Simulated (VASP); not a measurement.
# I (Fmmm) in VASP: notebook

I is run at these levels: PBEsol; tasks: single point.

Everything below comes from runs of VASP 6.6.1. Logs are shortened: lines on timing, memory, paths and dates and some standing lists are left out, and cuts for length are marked.

### 1 The cell of the first run

The structure is orthorhombic, space group Fmmm (No. 69). Conventional cell: a = 4.295 Å, b = 4.635 Å, c = 7.660 Å, α = 90.00°, β = 90.00°, γ = 90.00°. Within 4.2 Å of I (site symmetry mmm) lie 4 I at 3.16 Å.

### 2 Single point, PBEsol

The input, INCAR:

```
  PREC = Accurate
  ENCUT = 520
  EDIFF = 1E-6
  ISMEAR = -1
  SIGMA = 0.05
  LREAL = F
  LASPH = T
  NELM = 100
  ALGO = Normal
  ISIF = 2
  LWAVE = F
  LCHARG = F
  GGA = PS
  NBANDS = 10
```

The input, KPOINTS:

```
Automatic mesh
0
Gamma
  9 9 9
```

The input, POSCAR:

```
I
1.0
    0.0000000000      2.3173093325      3.8300250810
    2.1474932061      0.0000000000      3.8300250810
    2.1474932061      2.3173093325      0.0000000000
I
1
Direct
    0.0000000000      0.0000000000      0.0000000000
```

Potentials or basis: VASP PAW PBE potentials, release 64 (I).

The run is started by

```console
cat potpaw_PBE.64/I/POTCAR > POTCAR
mpirun -np 1 vasp_std > vasp.out
```

OUTCAR:

```text
PREC = Accurate
   ENCUT = 520
   EDIFF = 1E-6
   ISMEAR = -1
   LREAL = F
   LASPH = T
   NELM = 100
   ISIF = 2
   GGA = PS

 ion  position               nearest neighbor table
   1  0.000  0.000  0.000-

  LATTYP: Found a face centered orthorhombic cell.
 ALAT       =     4.2949864122
 B/A-ratio  =     1.0790764441
 C/A-ratio  =     1.7834864716

  Lattice vectors:

 A1 = (   0.0000000000,   2.3173093325,   3.8300250810)
 A2 = (   2.1474932061,   0.0000000000,   3.8300250810)
 A3 = (   2.1474932061,   2.3173093325,   0.0000000000)

Analysis of symmetry for initial positions (statically):
=====================================================================
 Subroutine PRICEL returns:
 Original cell was already a primitive cell.

 Routine SETGRP: Setting up the symmetry group for a
 face centered orthorhombic supercell.

 Subroutine GETGRP returns: Found  8 space group operations
 (whereof  8 operations were pure point group operations)
 out of a pool of  8 trial point group operations.

The static configuration has the point symmetry D_2h.

Analysis of symmetry for dynamics (positions and initial velocities):
=====================================================================
 Subroutine PRICEL returns:
 Original cell was already a primitive cell.

 Routine SETGRP: Setting up the symmetry group for a
 face centered orthorhombic supercell.

 Subroutine GETGRP returns: Found  8 space group operations
 (whereof  8 operations were pure point group operations)
 out of a pool of  8 trial point group operations.

The dynamic configuration has the point symmetry D_2h.

 Subroutine INISYM returns: Found  8 space group operations
 (whereof  8 operations are pure point group operations),
 and found     1 'primitive' translations

----------------------------------------------------------------------------------------

                                     Primitive cell

  volume of cell :      38.1195

  direct lattice vectors                    reciprocal lattice vectors
     0.000000000  2.317309332  3.830025081    -0.232829607  0.215767482  0.130547448
     2.147493206  0.000000000  3.830025081     0.232829607 -0.215767482  0.130547448
     2.147493206  2.317309332  0.000000000     0.232829607  0.215767482 -0.130547448

  length of vectors
     4.476495802  4.390992962  3.159374877     0.343231509  0.343231509  0.343231509

  position of ions in fractional coordinates (direct lattice)
     0.000000000  0.000000000  0.000000000

  ion indices of the primitive-cell ions
   primitive index   ion index
                 1           1

----------------------------------------------------------------------------------------

 KPOINTS: Automatic mesh

Automatic generation of k-mesh.
 Grid dimensions read from file:
 generate k-points for:    9    9    9

 Generating k-lattice:

  Cartesian coordinates                     Fractional coordinates (reciprocal lattice)
    -0.025869956  0.023974165  0.014505272     0.111111111 -0.000000000  0.000000000
     0.025869956 -0.023974165  0.014505272    -0.000000000  0.111111111  0.000000000
     0.025869956  0.023974165 -0.014505272     0.000000000  0.000000000  0.111111111

  Length of vectors
     0.038136834  0.038136834  0.038136834

  Shift w.r.t. Gamma in fractional coordinates (k-lattice)
     0.000000000  0.000000000  0.000000000

 Subroutine IBZKPT returns following result:
 ===========================================

 Found    125 irreducible k-points:

 Following reciprocal coordinates:
            Coordinates               Weight
  0.000000  0.000000  0.000000      1.000000
  0.111111  0.000000  0.000000      8.000000
  0.222222 -0.000000  0.000000      8.000000
  0.333333 -0.000000 -0.000000      8.000000
  0.444444 -0.000000  0.000000      8.000000
  0.111111  0.111111  0.000000      2.000000
[... 16 lines left out ...]
 -0.333333  0.333333  0.000000      4.000000
  0.444444  0.444444  0.000000      2.000000
 [... further k-points ...]
   k-points           NKPTS =    125   k-points in BZ     NKDIM =    125   number of bands    NBANDS=     10
   number of dos      NEDOS =    301   number of ions     NIONS =      1
   total plane-waves  NPLWV =  31104
   dimension x,y,z NGX =    36 NGY =   36 NGZ =   24
   dimension x,y,z NGXF=    72 NGYF=   72 NGZF=   48
   ions per type =               1
   NGX,Y,Z   is equivalent  to a cutoff of  13.37, 13.63, 12.63 a.u.
   NGXF,Y,Z  is equivalent  to a cutoff of  26.74, 27.26, 25.26 a.u.
 SYSTEM =  unknown system
   PREC   = accura    normal or accurate (medium, high low for compatibility)
   ISTART =      0    job   : 0-new  1-cont  2-samecut
   ICHARG =      2    charge: 1-file 2-atom 10-const
   ISPIN  =      1    spin polarized calculation?
   LNONCOLLINEAR =      F non collinear calculations
   LSORBIT =      F    spin-orbit coupling
   LASPH  =      T    aspherical Exc in radial PAW
   ENCUT  =  520.0 eV  38.22 Ry    6.18 a.u.   8.32  8.16  5.87*2*pi/ulx,y,z
   NELM   =    100;   NELMIN=  2; NELMDL= -5     # of ELM steps
   EDIFF  = 0.1E-05   stopping-criterion for ELM
   LREAL  =      F    real-space projection
   EDIFFG = 0.1E-04   stopping-criterion for IOM
   NSW    =      0    number of steps for IOM
   IBRION =     -1    ionic relax: 0-MD 1-quasi-New 2-CG
   NFREE  =      0    steps in history (QN), initial steepest desc. (CG)
   ISIF   =      2    stress and relaxation
   ISYM   =      2    0-nonsym 1-usesym 2-fastsym
   POTIM  = 0.5000    time-step for ionic-motion
   TEBEG  =    0.0;   TEEND  =   0.0 temperature during run
   PSTRESS=    0.0 pullay stress
   NELECT =       7.0000    total number of electrons
   NUPDOWN=      -1.0000    fix difference up-down
   EMIN   =  10.00;   EMAX   =-10.00  energy-range for DOS
   EFERMI =   0.00;   METHOD = LEGACY
   ISMEAR =    -1;   SIGMA  =   0.05  broadening in eV -4-tet -1-fermi 0-gaus
   EFERMI_NEDOS =   21; number of points for ismear=-14 and -15
   IALGO  =     38    algorithm
   IMIX   =      4    mixing-type and parameters
     AMIX     =   0.40;   BMIX     =  1.00
     AMIX_MAG =   1.60;   BMIX_MAG =  1.00
  volume/ion in A,a.u.               =      38.12       257.24
  Fermi-wavevector in a.u.,A,eV,Ry     =   0.930519  1.758425 11.780806  0.865865
  Thomas-Fermi vector in A             =   2.056915
   LORBIT       =      0    0 simple, 1 ext, 2 COOP (PROOUT), +10 PAW based schemes
   GGA     = PS    functional components
   LHFCALC =     F    Hartree Fock is set to
   AEXX    =    0.0000 exact exchange contribution
   IVDW    =     0    specifies the selected vdW correction
   LEPSILON=     F    determine dielectric tensor
   LRPA    =     F    only Hartree local field effects (RPA)
 non-spin polarized calculation
  energy-cutoff  :      520.00
  volume of cell :       38.12
 maximum number of plane-waves:      1042
 NGX is ok and might be reduce to    36
   NGX = 17   NGY = 17   NGZ = 11

 number of electron       7.0000000 magnetization

 Free energy of the ion-electron system (eV)
  ---------------------------------------------------
  ext. energy  EPLUGINS =         0.00000000
  ---------------------------------------------------
  free energy    TOTEN  =        -1.66636858 eV

  energy without entropy =       -1.66205141  energy(sigma->0) =       -1.66420999

 E-fermi :   4.1235     XC(G=0):  -8.7129

 val. band max:        4.1178058254   @ k =  -0.2222   0.0000   0.1111
 cond. band min:       4.1629250042   @ k =  -0.1111   0.1111   0.1111
 fundamental gap:      0.0451191788
 Fermi energy:         4.1235042964

 k-point     1 :       0.0000    0.0000    0.0000
  band No.  band energies     occupation
      1     -10.1988      2.00000
      2       2.0011      2.00000
      3       5.0049      0.00000
      4       5.2921      0.00000
      5       8.3416      0.00000
      6      11.5028      0.00000
      7      12.3833      0.00000
      8      16.2927      0.00000
      9      16.4257      0.00000
     10      16.6014      0.00000

 k-point     2 :       0.1111    0.0000    0.0000
  band No.  band energies     occupation
      1     -10.0528      2.00000
      2       1.9908      2.00000
      3       3.9108      1.97199
      4       5.2511      0.00000
      5       8.7246      0.00000
      6      11.9452      0.00000
      7      13.4719      0.00000
      8      13.9584      0.00000
      9      16.5823      0.00000
     10      17.1509      0.00000

 k-point     3 :       0.2222   -0.0000    0.0000
  band No.  band energies     occupation
      1      -9.6417      2.00000
      2       1.6353      2.00000
      3       2.1222      2.00000
      4       5.4866      0.00000
      5       9.4995      0.00000
      6      12.0031      0.00000
      7      12.3746      0.00000
      8      16.3140      0.00000
      9      17.0289      0.00000
     10      17.7754      0.00000

 k-point     4 :       0.3333   -0.0000   -0.0000
  band No.  band energies     occupation
      1      -9.0719      2.00000
      2      -0.2287      2.00000
      3       2.1197      2.00000
      4       5.7942      0.00000
      5       9.2792      0.00000
      6      12.3173      0.00000
      7      12.8593      0.00000
      8      16.2417      0.00000
      9      17.8013      0.00000
     10      18.5003      0.00000
[... 222 lines left out ...]
 k-point    22 :      -0.4444    0.3333    0.0000
  band No.  band energies     occupation
      1      -9.4118      2.00000
      2       0.2334      2.00000
      3       1.5261      2.00000
      4       5.3031      0.00000
      5      11.7501      0.00000
      6      12.8603      0.00000
      7      15.2564      0.00000
      8      17.4798      0.00000
      9      17.9779      0.00000
     10      18.3489      0.00000

 k-point    23 :      -0.3333    0.3333    0.0000
  band No.  band energies     occupation
      1      -8.9134      2.00000
      2      -0.3453      2.00000
      3       0.8793      2.00000
      4       5.6762      0.00000
      5      11.3965      0.00000
      6      12.3795      0.00000
      7      14.5523      0.00000
      8      16.5516      0.00000
      9      18.5388      0.00000
     10      18.9334      0.00000

 k-point    24 :       0.4444    0.4444    0.0000
  band No.  band energies     occupation
      1      -9.9090      2.00000
      2      -0.3663      2.00000
      3       4.7493      0.00001
      4       5.0574      0.00000
      5      10.9417      0.00000
      6      11.3879      0.00000
      7      14.6673      0.00000
      8      19.2317      0.00000
      9      19.3011      0.00000
     10      19.4893      0.00000

 [... further k-points ...]
[... 5 lines left out ...]
  --------------------------------------------------------------------------------------
  -------------------------------------------------------------------------------------
  Total        0.1156959      0.1368997     -0.0630749      0.0000000      0.0000000      0.0000000
  in kB        4.8627425      5.7539441     -2.6510623      0.0000000      0.0000000      0.0000000
  external PRESSURE =       2.6552081 kB  Pullay stress =       0.0000000 kB

 VOLUME and BASIS-vectors are now :
 -----------------------------------------------------------------------------
  energy-cutoff  :      520.00
  volume of cell :       38.12
      direct lattice vectors                 reciprocal lattice vectors
     0.000000000  2.317309332  3.830025081    -0.232829607  0.215767482  0.130547448
     2.147493206  0.000000000  3.830025081     0.232829607 -0.215767482  0.130547448
     2.147493206  2.317309332  0.000000000     0.232829607  0.215767482 -0.130547448

 POSITION                                       TOTAL-FORCE (eV/Angst)
 -----------------------------------------------------------------------------------
      0.00000      0.00000      0.00000         0.000000      0.000000      0.000000
 -----------------------------------------------------------------------------------
    total drift:                                0.000000      0.000000     -0.000000

  FREE ENERGIE OF THE ION-ELECTRON SYSTEM (eV)
  ---------------------------------------------------
  free  energy   TOTEN  =        -1.6663685835 eV

  energy  without entropy=       -1.6620514057  energy(sigma->0) =       -1.66420999
```

Wall time 20 s (1 thread of AMD EPYC 9R45 (Zen 5), shared host); peak memory 0.17 GiB.

What came out:

```yaml
Free_energy: -1.6664 eV
Pressure: 0.3 GPa
```

Levels at points of the mesh, in eV from the Fermi level:
| k point | band 1 | band 2 | band 3 | band 4 | band 5 | band 6 | band 7 | band 8 |
| --- | --- | --- | --- | --- | --- | --- | --- | --- |
| (0.00, 0.00, 0.00) | -14.32 | -2.12 | 0.88 | 1.17 | 4.22 | 7.38 | 8.26 | 12.17 |

Caveat: the PAW data sets were made with another functional, which shifts forces and pressure a little; spin-orbit coupling is left out, which moves the levels of the heavy elements; an odd number of electrons without spin polarisation forces a metal; a magnetic or distorted state may lie lower.

[end of part 1 of 2]
